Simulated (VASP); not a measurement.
# Hg (I4_1/amd) in VASP: single point with PBE

Aim: the single point of Hg with PBE.

All numbers are computed with VASP 6.6.1; they aren't measurements. Logs are shortened: lines on timing, memory, paths and dates and some standing lists are left out, and cuts for length are marked.

## Step 1: The cell of the first run

It takes space group I4_1/amd (No. 141, tetragonal). Conventional cell: a = 5.669 Å, b = 5.669 Å, c = 2.973 Å, α = 90.00°, β = 90.00°, γ = 90.00°. Hg (site symmetry -4m2) has 10 Hg at 2.93 to 3.61 Å within 3.9 Å.

## Step 2: Single point, PBE

INCAR

```
PREC     = Accurate       # precision mode
ENCUT    = 520            # plane-wave cutoff, eV
EDIFF    = 1E-6           # SCF threshold, eV
ISMEAR   = -1             # smearing method
SIGMA    = 0.05           # smearing width, eV
LREAL    = F              # projectors in reciprocal space
LASPH    = T              # aspherical terms in the spheres
NELM     = 60             # most SCF steps
ALGO     = Normal         # electronic algorithm
ISIF     = 2              # what is computed and relaxed
LWAVE    = F              # write WAVECAR
LCHARG   = T              # write CHGCAR
GGA      = PE             # functional
LELF     = T              # ELF
LVHAR    = T            
NBANDS   = 19             # bands
```

KPOINTS

```
regular mesh
0
Gamma
  14 14 14
```

POSCAR

```
Hg
1.0
   -2.8345412675      2.8345412675      1.4863276657
    2.8345412675     -2.8345412675      1.4863276657
    2.8345412675      2.8345412675     -1.4863276657
Hg
2
Direct
   -0.3750000000     -0.1250000000     -0.2500000000
    0.3750000000      0.1250000000      0.2500000000
```

Potentials or basis: VASP PAW PBE potentials, release 64 (Hg).

Launch:

```sh
$ cat potpaw_PBE.64/Hg/POTCAR > POTCAR
$ mpirun -np 1 vasp_std > vasp.out
```

OUTCAR:

```text
PREC = Accurate
   ENCUT = 520
   EDIFF = 1E-6
   ISMEAR = -1
   LREAL = F
   LASPH = T
   NELM = 60
   ISIF = 2
   GGA = PE

 ion  position               nearest neighbor table
   1  0.625  0.875  0.750-   2 2.93   2 2.93   2 2.93   2 2.93   2 3.61   2 3.61   2 3.61   2 3.61

   2  0.375  0.125  0.250-   1 2.93   1 2.93   1 2.93   1 2.93   1 3.61   1 3.61   1 3.61   1 3.61

  LATTYP: Found a body centered tetragonal cell.
 ALAT       =     5.6690825350
 C/A-ratio  =     0.5243626836

  Lattice vectors:

 A1 = (  -2.8345412675,   2.8345412675,   1.4863276657)
 A2 = (   2.8345412675,  -2.8345412675,   1.4863276657)
 A3 = (   2.8345412675,   2.8345412675,  -1.4863276657)

Analysis of symmetry for initial positions (statically):
=====================================================================
 Subroutine PRICEL returns:
 Original cell was already a primitive cell.

 Routine SETGRP: Setting up the symmetry group for a
 body centered tetragonal supercell.

 Subroutine GETGRP returns: Found 16 space group operations
 (whereof  4 operations were pure point group operations)
 out of a pool of 16 trial point group operations.

The static configuration has the point symmetry C_2h.
 The point group associated with its full space group is D_4h.

Analysis of symmetry for dynamics (positions and initial velocities):
=====================================================================
 Subroutine PRICEL returns:
 Original cell was already a primitive cell.

 Routine SETGRP: Setting up the symmetry group for a
 body centered tetragonal supercell.

 Subroutine GETGRP returns: Found 16 space group operations
 (whereof  4 operations were pure point group operations)
 out of a pool of 16 trial point group operations.

The dynamic configuration has the point symmetry C_2h.
 The point group associated with its full space group is D_4h.

 Subroutine INISYM returns: Found 16 space group operations
 (whereof  4 operations are pure point group operations),
 and found     1 'primitive' translations

----------------------------------------------------------------------------------------

                                     Primitive cell

  volume of cell :      47.7683

  direct lattice vectors                    reciprocal lattice vectors
    -2.834541268  2.834541268  1.486327666     0.000000000  0.176395386  0.336399578
     2.834541268 -2.834541268  1.486327666     0.176395386  0.000000000  0.336399578
     2.834541268  2.834541268 -1.486327666     0.176395386  0.176395386  0.000000000

  length of vectors
     4.275326692  4.275326692  4.275326692     0.379842083  0.379842083  0.249460747

  position of ions in fractional coordinates (direct lattice)
     0.625000000  0.875000000  0.750000000
     0.375000000  0.125000000  0.250000000

  ion indices of the primitive-cell ions
   primitive index   ion index
                 1           1
                 2           2

----------------------------------------------------------------------------------------

 KPOINTS: regular mesh

Automatic generation of k-mesh.
 Grid dimensions read from file:
 generate k-points for:   14   14   14

 Generating k-lattice:

  Cartesian coordinates                     Fractional coordinates (reciprocal lattice)
     0.000000000  0.012599670  0.024028541     0.071428571  0.000000000  0.000000000
     0.012599670  0.000000000  0.024028541     0.000000000  0.071428571  0.000000000
     0.012599670  0.012599670  0.000000000     0.000000000  0.000000000  0.071428571

  Length of vectors
     0.027131577  0.027131577  0.017818625

  Shift w.r.t. Gamma in fractional coordinates (k-lattice)
     0.000000000  0.000000000  0.000000000

 Subroutine IBZKPT returns following result:
 ===========================================

 Found    244 irreducible k-points:

 Following reciprocal coordinates:
            Coordinates               Weight
  0.000000  0.000000  0.000000      1.000000
  0.071429  0.000000 -0.000000      8.000000
  0.142857  0.000000 -0.000000      8.000000
  0.214286  0.000000 -0.000000      8.000000
  0.285714  0.000000  0.000000      8.000000
  0.357143  0.000000 -0.000000      8.000000
[... 16 lines left out ...]
  0.214286  0.142857 -0.000000     16.000000
  0.285714  0.142857  0.000000     16.000000
 [... further k-points ...]
   k-points           NKPTS =    244   k-points in BZ     NKDIM =    244   number of bands    NBANDS=     19
   number of dos      NEDOS =    301   number of ions     NIONS =      2
   total plane-waves  NPLWV =  32768
   dimension x,y,z NGX =    32 NGY =   32 NGZ =   32
   dimension x,y,z NGXF=    64 NGYF=   64 NGZF=   64
   ions per type =               2
   NGX,Y,Z   is equivalent  to a cutoff of  12.44, 12.44, 12.44 a.u.
   NGXF,Y,Z  is equivalent  to a cutoff of  24.89, 24.89, 24.89 a.u.
 SYSTEM =  unknown system
   PREC   = accura    normal or accurate (medium, high low for compatibility)
   ISTART =      0    job   : 0-new  1-cont  2-samecut
   ICHARG =      2    charge: 1-file 2-atom 10-const
   ISPIN  =      1    spin polarized calculation?
   LNONCOLLINEAR =      F non collinear calculations
   LSORBIT =      F    spin-orbit coupling
   LASPH  =      T    aspherical Exc in radial PAW
   ENCUT  =  520.0 eV  38.22 Ry    6.18 a.u.   7.95  7.95  7.95*2*pi/ulx,y,z
   NELM   =     60;   NELMIN=  2; NELMDL= -5     # of ELM steps
   EDIFF  = 0.1E-05   stopping-criterion for ELM
   LREAL  =      F    real-space projection
   EDIFFG = 0.1E-04   stopping-criterion for IOM
   NSW    =      0    number of steps for IOM
   IBRION =     -1    ionic relax: 0-MD 1-quasi-New 2-CG
   NFREE  =      0    steps in history (QN), initial steepest desc. (CG)
   ISIF   =      2    stress and relaxation
   ISYM   =      2    0-nonsym 1-usesym 2-fastsym
   POTIM  = 0.5000    time-step for ionic-motion
   TEBEG  =    0.0;   TEEND  =   0.0 temperature during run
   PSTRESS=    0.0 pullay stress
   NELECT =      24.0000    total number of electrons
   NUPDOWN=      -1.0000    fix difference up-down
   EMIN   =  10.00;   EMAX   =-10.00  energy-range for DOS
   EFERMI =   0.00;   METHOD = LEGACY
   ISMEAR =    -1;   SIGMA  =   0.05  broadening in eV -4-tet -1-fermi 0-gaus
   EFERMI_NEDOS =   21; number of points for ismear=-14 and -15
   IALGO  =     38    algorithm
   IMIX   =      4    mixing-type and parameters
     AMIX     =   0.40;   BMIX     =  1.00
     AMIX_MAG =   1.60;   BMIX_MAG =  1.00
  volume/ion in A,a.u.               =      23.88       161.18
  Fermi-wavevector in a.u.,A,eV,Ry     =   1.301463  2.459409 23.045634  1.693806
  Thomas-Fermi vector in A             =   2.432595
   LORBIT       =      0    0 simple, 1 ext, 2 COOP (PROOUT), +10 PAW based schemes
   GGA     = PE    functional components
   LHFCALC =     F    Hartree Fock is set to
   AEXX    =    0.0000 exact exchange contribution
   IVDW    =     0    specifies the selected vdW correction
   LEPSILON=     F    determine dielectric tensor
   LRPA    =     F    only Hartree local field effects (RPA)
 non-spin polarized calculation
  energy-cutoff  :      520.00
  volume of cell :       47.77
 maximum number of plane-waves:      1310
   NGX = 15   NGY = 15   NGZ = 15

 number of electron      24.0000002 magnetization

 Free energy of the ion-electron system (eV)
  ---------------------------------------------------
  ext. energy  EPLUGINS =         0.00000000
  ---------------------------------------------------
  free energy    TOTEN  =        -0.15616700 eV

  energy without entropy =       -0.15144547  energy(sigma->0) =       -0.15380624

 E-fermi :   2.7538     XC(G=0): -10.7400

 val. band max:        2.7496075554   @ k =   0.3571   0.2143  -0.0000
 cond. band min:       2.7559030963   @ k =  -0.4286   0.4286   0.2857
 fundamental gap:      0.0062955409
 Fermi energy:         2.7537723595

 k-point     1 :       0.0000    0.0000    0.0000
  band No.  band energies     occupation
      1      -6.4000      2.00000
      2      -5.4469      2.00000
      3      -5.3489      2.00000
      4      -5.2560      2.00000
      5      -5.0899      2.00000
      6      -3.6570      2.00000
[... 11 lines left out ...]
     18      17.2718      0.00000
     19      17.4180      0.00000

 k-point     2 :       0.0714    0.0000   -0.0000
  band No.  band energies     occupation
      1      -6.2659      2.00000
      2      -5.4371      2.00000
      3      -5.3130      2.00000
      4      -5.1470      2.00000
      5      -5.0327      2.00000
      6      -3.7855      2.00000
[... 11 lines left out ...]
     18      15.9248      0.00000
     19      16.2271      0.00000

 k-point     3 :       0.1429    0.0000   -0.0000
  band No.  band energies     occupation
      1      -5.8946      2.00000
      2      -5.3821      2.00000
      3      -5.2120      2.00000
      4      -4.8786      2.00000
      5      -4.8451      2.00000
      6      -4.0141      2.00000
[... 11 lines left out ...]
     18      14.2864      0.00000
     19      14.5183      0.00000

 k-point     4 :       0.2143    0.0000   -0.0000
  band No.  band energies     occupation
      1      -5.4531      2.00000
      2      -5.2781      2.00000
      3      -5.0701      2.00000
      4      -4.5384      2.00000
      5      -4.4848      2.00000
      6      -4.2734      2.00000
[... 407 lines left out ...]
     18      12.7342      0.00000
     19      12.8084      0.00000

 k-point    23 :       0.2143    0.1429   -0.0000
  band No.  band energies     occupation
      1      -5.2715      2.00000
      2      -5.1776      2.00000
      3      -4.8529      2.00000
      4      -4.5045      2.00000
      5      -4.4001      2.00000
      6      -4.2579      2.00000
[... 11 lines left out ...]
     18      11.9636      0.00000
     19      13.4228      0.00000

 k-point    24 :       0.2857    0.1429    0.0000
  band No.  band energies     occupation
      1      -5.3107      2.00000
      2      -5.2260      2.00000
      3      -4.7854      2.00000
      4      -4.6159      2.00000
      5      -4.3811      2.00000
      6      -4.3026      2.00000
[... 11 lines left out ...]
     18      12.2992      0.00000
     19      14.6437      0.00000

 [... further k-points ...]

------------------------ aborting loop because EDIFF is reached ----------------------------------------

  FORCE on cell =-STRESS in cart. coord.  units (eV):
  Direction    XX          YY          ZZ          XY          YZ          ZX
  --------------------------------------------------------------------------------------
  -------------------------------------------------------------------------------------
  Total        2.1565569      2.1565569      2.1680749     -0.0000000      0.0000000      0.0000000
  in kB       72.3321522     72.3321522     72.7184711     -0.0000000      0.0000000      0.0000000
  external PRESSURE =      72.4609252 kB  Pullay stress =       0.0000000 kB

 VOLUME and BASIS-vectors are now :
 -----------------------------------------------------------------------------
  energy-cutoff  :      520.00
  volume of cell :       47.77
      direct lattice vectors                 reciprocal lattice vectors
    -2.834541268  2.834541268  1.486327666     0.000000000  0.176395386  0.336399578
     2.834541268 -2.834541268  1.486327666     0.176395386  0.000000000  0.336399578
     2.834541268  2.834541268 -1.486327666     0.176395386  0.176395386  0.000000000

 POSITION                                       TOTAL-FORCE (eV/Angst)
 -----------------------------------------------------------------------------------
      2.83454      1.41727      1.11475         0.000000      0.000000      0.000000
      0.00000      1.41727      0.37158        -0.000000     -0.000000     -0.000000
 -----------------------------------------------------------------------------------
    total drift:                                0.000000     -0.000000      0.000000

  FREE ENERGIE OF THE ION-ELECTRON SYSTEM (eV)
  ---------------------------------------------------
  free  energy   TOTEN  =        -0.1561670024 eV

  energy  without entropy=       -0.1514454709  energy(sigma->0) =       -0.15380624
```

Wall time 79 s (1 thread of Intel Xeon 6975P-C (Granite Rapids), shared host); peak memory 0.31 GiB.

Results:

| Quantity | Value |
| --- | --- |
| Free energy | -0.1562 eV |
| Pressure | 7.2 GPa |
| Band gap on the k mesh | zero (bands 12 and 13 overlap by 4.85 eV) |

Caveat: the cell stands under pressure; spin-orbit coupling is left out, which moves the levels of the heavy elements.
